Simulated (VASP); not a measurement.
# AsS5 (P-62m) in VASP: relaxation of cell and atoms with PBE

Aim: the relaxation of cell and atoms of AsS5 with PBE.

All numbers are computed with VASP 6.6.1; they aren't measurements. Logs are shortened: lines on timing, memory, paths and dates and some standing lists are left out, and cuts for length are marked.

### 1 The cell of the first run

The structure is hexagonal, space group P-62m (No. 189). The conventional cell has a = 5.288 Å, b = 5.288 Å, c = 4.477 Å, α = 90.00°, β = 90.00°, γ = 120.00°. As (site symmetry -62m) has 12 S at 2.65 to 3.05 Å within 3.5 Å. S (site symmetry m2m) has 6 S at 2.46 to 2.97 Å and 2 As at 2.65 Å within 3.2 Å. Within 4.1 Å of S (site symmetry -6) lie 15 S at 2.97 to 4.04 Å and 3 As at 3.05 Å.

The cell was generated, and may not be a known phase.

### 2 Relaxation of cell and atoms, PBE

File INCAR:

```
SYSTEM = AsS5
ALGO     = Normal         ! electronic algorithm
EDIFF    = 1E-7           ! SCF threshold, eV
EDIFFG   = -0.04          ! ionic threshold
ENCUT    = 510            ! plane-wave cutoff, eV
GGA      = PE             ! functional
GGA_COMPAT= .False.      
IBRION   = 2              ! ionic algorithm
ISIF     = 3              ! what is computed and relaxed
ISMEAR   = 0              ! smearing method
LASPH    = .True.         ! aspherical terms in the spheres
LCHARG   = .False.        ! write CHGCAR
LREAL    = .False.        ! projectors in reciprocal space
LWAVE    = .False.        ! write WAVECAR
NELM     = 120            ! most SCF steps
NELMIN   = 4            
NSW      = 90             ! ionic steps
PREC     = Accurate       ! precision mode
SIGMA    = 0.1            ! smearing width, eV
```

File KPOINTS:

```
k-points
0
Gamma
  6 6 4
  0 0 0
```

File POSCAR:

```
AsS5
1.0
    5.2876301865      0.0000000000      0.0000000000
   -2.6438150932      4.5792220673      0.0000000000
    0.0000000000      0.0000000000      4.4769374266
As S
1 5
Direct
    0.0000000000      0.0000000000      0.0000000000
    0.0000000000      0.7313185078      0.5000000000
    0.7313185078      0.0000000000      0.5000000000
    0.2686814922      0.2686814922      0.5000000000
    0.6666666667      0.3333333333      0.0000000000
    0.3333333333      0.6666666667      0.0000000000
```

Potentials or basis: VASP PAW PBE potentials, release 64 (As_d, S).

Run with:

```sh
> cat potpaw_PBE.64/As_d/POTCAR potpaw_PBE.64/S/POTCAR > POTCAR
> mpirun -np 1 vasp_std > vasp.out
```

OUTCAR:

```text
SYSTEM = AsS5
   EDIFF = 1E-7
   EDIFFG = -0.04
   ENCUT = 510
   GGA = PE
   IBRION = 2
   ISIF = 3
   ISMEAR = 0
   LASPH = .True.
   LREAL = .False.
   NELM = 120
   NELMIN = 4
   NSW = 90
   PREC = Accurate

 ion  position               nearest neighbor table
   1  0.000  0.000  0.000-   2 2.65   2 2.65   3 2.65   3 2.65   4 2.65   4 2.65
   2  0.000  0.731  0.500-   3 2.46   4 2.46   1 2.65   1 2.65
   3  0.731  0.000  0.500-   2 2.46   4 2.46   1 2.65   1 2.65
   4  0.269  0.269  0.500-   2 2.46   3 2.46   1 2.65   1 2.65
   5  0.667  0.333  0.000-
   6  0.333  0.667  0.000-

  LATTYP: Found a hexagonal cell.
 ALAT       =     5.2876301865
 C/A-ratio  =     0.8466812672

  Lattice vectors:

 A1 = (   5.2876301865,   0.0000000000,   0.0000000000)
 A2 = (  -2.6438150932,   4.5792220673,   0.0000000000)
 A3 = (   0.0000000000,   0.0000000000,   4.4769374266)

Analysis of symmetry for initial positions (statically):
=====================================================================
 Subroutine PRICEL returns:
 Original cell was already a primitive cell.

 Routine SETGRP: Setting up the symmetry group for a
 hexagonal supercell.

 Subroutine GETGRP returns: Found 12 space group operations
 (whereof 12 operations were pure point group operations)
 out of a pool of 24 trial point group operations.

The static configuration has the point symmetry D_3h.

Analysis of symmetry for dynamics (positions and initial velocities):
=====================================================================
 Subroutine PRICEL returns:
 Original cell was already a primitive cell.

 Routine SETGRP: Setting up the symmetry group for a
 hexagonal supercell.

 Subroutine GETGRP returns: Found 12 space group operations
 (whereof 12 operations were pure point group operations)
 out of a pool of 24 trial point group operations.

The dynamic configuration has the point symmetry D_3h.

 Subroutine INISYM returns: Found 12 space group operations
 (whereof 12 operations are pure point group operations),
 and found     1 'primitive' translations

----------------------------------------------------------------------------------------

                                     Primitive cell

  volume of cell :     108.4011

  direct lattice vectors                    reciprocal lattice vectors
     5.287630187  0.000000000  0.000000000     0.189120639  0.109188852  0.000000000
    -2.643815093  4.579222067  0.000000000     0.000000000  0.218377704  0.000000000
     0.000000000  0.000000000  4.476937427     0.000000000  0.000000000  0.223366982

  length of vectors
     5.287630187  5.287630186  4.476937427     0.218377704  0.218377704  0.223366982

  position of ions in fractional coordinates (direct lattice)
     0.000000000  0.000000000  0.000000000
     0.000000000  0.731318508  0.500000000
     0.731318508  0.000000000  0.500000000
     0.268681492  0.268681492  0.500000000
     0.666666667  0.333333333  0.000000000
     0.333333333  0.666666667  0.000000000

  ion indices of the primitive-cell ions
   primitive index   ion index
                 1           1
                 2           2
                 3           3
                 4           4
                 5           5
                 6           6

----------------------------------------------------------------------------------------

 KPOINTS: k-points

Automatic generation of k-mesh.
 Grid dimensions read from file:
 generate k-points for:    6    6    4

 Generating k-lattice:

  Cartesian coordinates                     Fractional coordinates (reciprocal lattice)
     0.031520107  0.018198142  0.000000000     0.166666667  0.000000000  0.000000000
     0.000000000  0.036396284  0.000000000     0.000000000  0.166666667  0.000000000
     0.000000000  0.000000000  0.055841745     0.000000000  0.000000000  0.250000000

  Length of vectors
     0.036396284  0.036396284  0.055841745

  Shift w.r.t. Gamma in fractional coordinates (k-lattice)
     0.000000000  0.000000000  0.000000000

 Subroutine IBZKPT returns following result:
 ===========================================

 Found     21 irreducible k-points:

 Following reciprocal coordinates:
            Coordinates               Weight
  0.000000  0.000000  0.000000      1.000000
  0.166667 -0.000000  0.000000      6.000000
  0.333333 -0.000000  0.000000      6.000000
  0.500000 -0.000000  0.000000      3.000000
  0.166667  0.166667  0.000000      6.000000
  0.333333  0.166667  0.000000     12.000000
[... 13 lines left out ...]
  0.333333  0.166667  0.500000     12.000000
  0.333333  0.333333  0.500000      2.000000
   k-points           NKPTS =     21   k-points in BZ     NKDIM =     21   number of bands    NBANDS=     27
   number of dos      NEDOS =    301   number of ions     NIONS =      6
   total plane-waves  NPLWV =  57600
   dimension x,y,z NGX =    40 NGY =   40 NGZ =   36
   dimension x,y,z NGXF=    80 NGYF=   80 NGZF=   72
   ions per type =               1   5
   NGX,Y,Z   is equivalent  to a cutoff of  12.58, 12.58, 13.37 a.u.
   NGXF,Y,Z  is equivalent  to a cutoff of  25.15, 25.15, 26.74 a.u.
 SYSTEM =  AsS5
   PREC   = accura    normal or accurate (medium, high low for compatibility)
   ISTART =      0    job   : 0-new  1-cont  2-samecut
   ICHARG =      2    charge: 1-file 2-atom 10-const
   ISPIN  =      1    spin polarized calculation?
   LNONCOLLINEAR =      F non collinear calculations
   LSORBIT =      F    spin-orbit coupling
   LASPH  =      T    aspherical Exc in radial PAW
   ENCUT  =  510.0 eV  37.48 Ry    6.12 a.u.   9.74  9.74  8.24*2*pi/ulx,y,z
   NELM   =    120;   NELMIN=  4; NELMDL= -5     # of ELM steps
   EDIFF  = 0.1E-06   stopping-criterion for ELM
   LREAL  =      F    real-space projection
   EDIFFG = -.4E-01   stopping-criterion for IOM
   NSW    =     90    number of steps for IOM
   IBRION =      2    ionic relax: 0-MD 1-quasi-New 2-CG
   NFREE  =      1    steps in history (QN), initial steepest desc. (CG)
   ISIF   =      3    stress and relaxation
   ISYM   =      2    0-nonsym 1-usesym 2-fastsym
   POTIM  = 0.5000    time-step for ionic-motion
   TEBEG  =    0.0;   TEEND  =   0.0 temperature during run
   PSTRESS=    0.0 pullay stress
   NELECT =      45.0000    total number of electrons
   NUPDOWN=      -1.0000    fix difference up-down
   EMIN   =  10.00;   EMAX   =-10.00  energy-range for DOS
   EFERMI =   0.00;   METHOD = LEGACY
   ISMEAR =     0;   SIGMA  =   0.10  broadening in eV -4-tet -1-fermi 0-gaus
   EFERMI_NEDOS =   21; number of points for ismear=-14 and -15
   IALGO  =     38    algorithm
   IMIX   =      4    mixing-type and parameters
     AMIX     =   0.40;   BMIX     =  1.00
     AMIX_MAG =   1.60;   BMIX_MAG =  1.00
  volume/ion in A,a.u.               =      18.07       121.92
  Fermi-wavevector in a.u.,A,eV,Ry     =   1.221240  2.307809 20.292103  1.491427
  Thomas-Fermi vector in A             =   2.356429
   LORBIT       =      0    0 simple, 1 ext, 2 COOP (PROOUT), +10 PAW based schemes
   GGA     = PE    functional components
   LHFCALC =     F    Hartree Fock is set to
   AEXX    =    0.0000 exact exchange contribution
   IVDW    =     0    specifies the selected vdW correction
   LEPSILON=     F    determine dielectric tensor
   LRPA    =     F    only Hartree local field effects (RPA)
 conjugate gradient relaxation of ions
 non-spin polarized calculation
 Gauss-broadening in eV      SIGMA  =   0.10
  energy-cutoff  :      510.00
  volume of cell :      108.40
 maximum number of plane-waves:      2860
 NGX is ok and might be reduce to    40
   NGX = 19   NGY = 19   NGZ = 17

--------------------------------------- Ionic step        1  -------------------------------------------

 number of electron      45.0000006 magnetization

 Free energy of the ion-electron system (eV)
  ---------------------------------------------------
  ext. energy  EPLUGINS =         0.00000000
  ---------------------------------------------------
  free energy    TOTEN  =       -19.49251972 eV

  energy without entropy =      -19.47181243  energy(sigma->0) =      -19.48216608

------------------------ aborting loop because EDIFF is reached ----------------------------------------

  FORCE on cell =-STRESS in cart. coord.  units (eV):
  Direction    XX          YY          ZZ          XY          YZ          ZX
  --------------------------------------------------------------------------------------
  -------------------------------------------------------------------------------------
  Total       -1.2725472     -1.2725472      0.8489440     -0.0000000     -0.0000000      0.0000000
  in kB      -18.8083495    -18.8083495     12.5474603     -0.0000000     -0.0000000      0.0000000
  external PRESSURE =      -8.3564129 kB  Pullay stress =       0.0000000 kB
[... 101 lines left out ...]
  FREE ENERGIE OF THE ION-ELECTRON SYSTEM (eV)
  ---------------------------------------------------
  free  energy   TOTEN  =       -19.5636500888 eV

  energy  without entropy=      -19.5425978223  energy(sigma->0) =      -19.55312396

 E-fermi :   5.4023     XC(G=0): -10.3473

 val. band max:        5.3937868638   @ k =   0.1667   0.1667   0.0000
 cond. band min:       5.4427417969   @ k =   0.1667   0.1667   0.5000
 fundamental gap:      0.0489549331
 Fermi energy:         5.4023351783

 k-point     1 :       0.0000    0.0000    0.0000
  band No.  band energies     occupation
      1     -30.8938      2.00000
      2     -30.8836      2.00000
      3     -30.8836      2.00000
      4     -30.8709      2.00000
      5     -30.8709      2.00000
      6     -12.9979      2.00000
[... 619 lines left out ...]
     26       7.6847      0.00000
     27       8.3394      0.00000

[... ionic steps 4 to 28 ...]

--------------------------------------- Ionic step       29  -------------------------------------------

 number of electron      44.9999961 magnetization

------------------------ aborting loop because EDIFF is reached ----------------------------------------

  FORCE on cell =-STRESS in cart. coord.  units (eV):
  Direction    XX          YY          ZZ          XY          YZ          ZX
  --------------------------------------------------------------------------------------
  -------------------------------------------------------------------------------------
  Total        0.0222223      0.0222223      0.1316714      0.0000000      0.0000000      0.0000000
  in kB        0.2834638      0.2834638      1.6795758      0.0000000      0.0000000      0.0000000
  external PRESSURE =       0.7488344 kB  Pullay stress =       0.0000000 kB
[... 65 lines left out ...]
  energy  without entropy=      -20.8541621537  energy(sigma->0) =      -20.86073705

--------------------------------------- Ionic step       31  -------------------------------------------

 number of electron      44.9999948 magnetization

 Free energy of the ion-electron system (eV)
  ---------------------------------------------------
  ext. energy  EPLUGINS =         0.00000000
  ---------------------------------------------------
  free energy    TOTEN  =       -20.86755996 eV

  energy without entropy =      -20.85424817  energy(sigma->0) =      -20.86090407

 E-fermi :   3.9723     XC(G=0):  -9.6891

 val. band max:        3.9686815945   @ k =   0.1667   0.1667   0.0000
 cond. band min:       3.9743251997   @ k =   0.1667  -0.0000   0.0000
 fundamental gap:      0.0056436052
 Fermi energy:         3.9723064719

 k-point     1 :       0.0000    0.0000    0.0000
  band No.  band energies     occupation
      1     -32.3670      2.00000
      2     -32.3584      2.00000
      3     -32.3584      2.00000
      4     -32.3448      2.00000
      5     -32.3448      2.00000
      6     -13.6412      2.00000
[... 652 lines left out ...]
  FREE ENERGIE OF THE ION-ELECTRON SYSTEM (eV)
  ---------------------------------------------------
  free  energy   TOTEN  =       -20.8675599634 eV

  energy  without entropy=      -20.8542481673  energy(sigma->0) =      -20.86090407

 reached required accuracy - stopping structural energy minimisation
```

It took 15 min on 1 thread of Intel Xeon Platinum 8488C (Sapphire Rapids), shared host; peak memory 0.25 GiB.

What came out:

| Item | Value |
| --- | --- |
| Free energy | -20.8676 eV |
| Relaxed volume | 21.03 Å³/atom |
| Relaxed cell | a = 4.676 Å, b = 4.676 Å, c = 6.662 Å, α = 90.00°, β = 90.00°, γ = 120.00° |
| Space group after relaxing (to 0.1 Å) | P-62m (No. 189) |
| Energy gained by relaxing | 229.2 meV/atom |
| Ionic steps | 31 |
| Pressure after relaxing | -0.1 GPa |
| Largest force after relaxing | 0.010 eV/Å |
| Band gap on the k mesh | zero (an odd number of electrons rules out a gap without spin polarisation) |

Forces in eV/Å, atoms in the order of the input:
```
As   0.000  0.000  0.000
S   -0.005  0.009  0.000
S    0.010  0.000  0.000
S   -0.005 -0.009  0.000
S    0.000  0.000  0.000
S    0.000  0.000  0.000
```

Stress tensor (GPa, compression positive):
```
-0.18  0.00  0.00
 0.00 -0.18  0.00
 0.00  0.00 -0.06
```

Step by step:
| step | energy change (eV) | largest force (eV/Å) | pressure (GPa) | volume (Å³) |
| --- | --- | --- | --- | --- |
| 1 | 0.0000 | 0.1120 | -0.84 | 108.40 |
| 2 | -0.0307 | 0.0826 | 0.11 | 106.92 |
| 3 | -0.0711 | 0.1175 | 3.03 | 103.20 |
| 4 | -0.0819 | 0.1117 | 3.07 | 103.15 |
| 5 | -0.1113 | 0.0743 | 3.28 | 102.97 |
| 6 | -0.2076 | 0.3442 | 3.77 | 102.55 |
| 7 | -0.4337 | 0.2328 | 6.10 | 101.40 |
| 8 | -0.2819 | 2.5378 | 16.61 | 97.96 |
| 9 | -0.5105 | 0.3991 | 8.98 | 100.28 |
| 10 | -0.4204 | 1.7875 | 13.92 | 98.69 |
| 11 | -0.5104 | 0.8924 | 10.73 | 99.67 |
| 12 | -0.5285 | 0.9809 | 10.86 | 99.83 |
| 13 | -0.5682 | 1.2590 | 11.36 | 100.31 |
| 14 | -0.5891 | 1.8724 | 12.81 | 101.14 |
| 15 | -0.6670 | 1.7384 | 11.98 | 102.13 |
| 16 | -0.8609 | 1.3787 | 9.83 | 105.12 |
| 17 | -1.1325 | 0.8150 | 6.68 | 111.08 |
| 18 | -1.2917 | 0.1455 | 2.34 | 122.95 |
| 19 | -1.2990 | 0.0070 | 2.94 | 120.97 |
| 20 | -1.3275 | 0.1313 | 2.14 | 121.39 |
| 21 | -1.3515 | 0.5333 | 0.00 | 122.59 |
| 22 | -1.3537 | 0.4496 | 0.43 | 122.34 |
| 23 | -1.3616 | 0.3171 | 0.47 | 122.69 |
| 24 | -1.3707 | 0.0942 | 0.66 | 123.70 |
| 25 | -1.3727 | 0.0289 | 0.23 | 124.52 |
| 26 | -1.3728 | 0.0176 | -0.06 | 125.11 |
| 27 | -1.3729 | 0.0030 | 0.03 | 124.93 |
| 28 | -1.3735 | 0.0125 | 0.04 | 125.10 |
| 29 | -1.3747 | 0.0598 | 0.07 | 125.60 |
| 30 | -1.3748 | 0.0818 | 0.08 | 125.83 |
| 31 | -1.3750 | 0.0104 | -0.14 | 126.18 |

Final structure:
```cif
data_structure
_symmetry_space_group_name_H-M 'P 1'
_symmetry_Int_Tables_number 1
_cell_length_a 4.6764
_cell_length_b 4.6764
_cell_length_c 6.6624
_cell_angle_alpha 90.000
_cell_angle_beta 90.000
_cell_angle_gamma 120.000
_cell_volume 126.18
loop_
_atom_site_label
_atom_site_type_symbol
_atom_site_fract_x
_atom_site_fract_y
_atom_site_fract_z
_atom_site_occupancy
As1 As 0.00000 0.00000 0.00000 1
S1 S 0.00000 0.74002 0.50000 1
S2 S 0.74002 0.00000 0.50000 1
S3 S 0.25998 0.25998 0.50000 1
S4 S 0.66667 0.33333 0.00000 1
S5 S 0.33333 0.66667 0.00000 1
```

Caveat: the volume moved by over 15 % at a fixed basis, so the end points are rough; this functional lacks dispersion, which binds layers or chains, so the pressure and a relaxed spacing across them are unreliable; an odd number of electrons without spin polarisation forces a metal; a magnetic or distorted state may lie lower.
